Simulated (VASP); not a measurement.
Here is a VASP 6.6.1 calculation.

INCAR

```
SYSTEM = H3OF
PREC = Accurate ; ENCUT = 520
EDIFF = 1E-6 ; ISMEAR = -1
SIGMA = 0.05 ; LREAL = Auto
LASPH = .True. ; NELM = 100
ALGO = Normal ; ISIF = 2
LWAVE = .False. ; LCHARG = .True.
GGA = PE ; IVDW = 12
LELF = .True. ; LVHAR = .True.
NBANDS = 58
```

KPOINTS

```
regular mesh
0
Gamma
  1 1 1
  0 0 0
```

File POSCAR:

```
H3OF
1.0
    7.4650220000      0.0000000000      0.0000000000
    0.0000000000      7.4650220000      0.0000000000
    0.0000000000      0.0000000000      7.4650220000
F H O
5 15 5
Direct
   -0.0751236902      0.4292150780      0.7607613213
    0.7721075705      1.0549734482      0.8465748661
    0.5255443320      0.5247539793      0.7712100514
    0.2444600967      0.7652087295      0.4385117686
   -0.0557399563      0.8830382549      1.1380810398
   -0.0993834981      0.3672192795      0.8600644446
    0.7978677089      1.1526690745      0.9236945316
    0.5388865565      0.6300852161      0.6868164622
    0.1011383490      0.7386984258      0.4576007947
   -0.0893366423      0.9439355972      1.0287310607
    0.8673517640      0.7857043154      0.3952834968
    0.8556438280      0.6076204464      0.4956448889
    0.5023160012      0.2064829816      0.2919348396
    0.4572792954      0.3929794179      0.2279698573
    0.7676333707      0.2897245313      0.1666170575
    0.9853018518      0.2815396927      0.1376151336
    0.5788596470      0.9400910004      0.6696966198
    0.4433744469      0.8595420080      0.5201458214
    0.2684787801      0.5538094864      0.2866702871
    0.2489476923      0.5681563966      0.0688008689
    0.9350943641      0.7109557078      0.4803602722
    0.5578282288      0.3159267314      0.2622363337
    0.8699237591      0.2475813199      0.0957532342
    0.5572923965      0.8382694652      0.5866024239
    0.2733012709      0.4851961588      0.1780034942
```

Potentials or basis: VASP PAW PBE potentials, release 64 (F, H, O).

Command:

```sh
$ cat potpaw_PBE.64/F/POTCAR potpaw_PBE.64/H/POTCAR potpaw_PBE.64/O/POTCAR > POTCAR
$ mpirun -np 1 vasp_gam > vasp.out
```

Predict the band gap on the k mesh.

5.10 eV.

Estimate the largest force.

3.708 eV/Å.

What does it give for the pressure?

-0.2 GPa.

Forces in eV/Å, atoms in the order of the input:
```
F    0.918  1.856 -3.076
F   -0.231 -1.209 -0.909
F    0.121  1.299 -1.156
F   -0.766 -0.278 -0.188
F   -0.052  0.136 -0.693
H   -0.807 -1.570  3.099
H    0.258  0.737  1.067
H   -0.218 -0.803  1.190
H    1.128 -0.128  0.072
H   -0.080 -0.452  0.674
H    0.322  0.108  0.173
H    0.668 -0.166  0.428
H   -0.482 -1.452  0.450
H   -0.374  0.430 -0.660
H   -0.613  0.378  0.647
H    0.878  0.464  0.659
H   -0.116 -0.714 -0.543
H    0.373 -0.248  0.602
H   -0.331  1.265  0.606
H    0.604 -1.350  2.251
O   -1.379  0.369 -0.578
O    1.689  0.610  0.066
O   -0.510 -0.257 -1.511
O   -0.156  0.420  0.129
O   -0.843  0.554 -2.798
```

Caveat: the k points lie up to 0.84 Å⁻¹ apart.
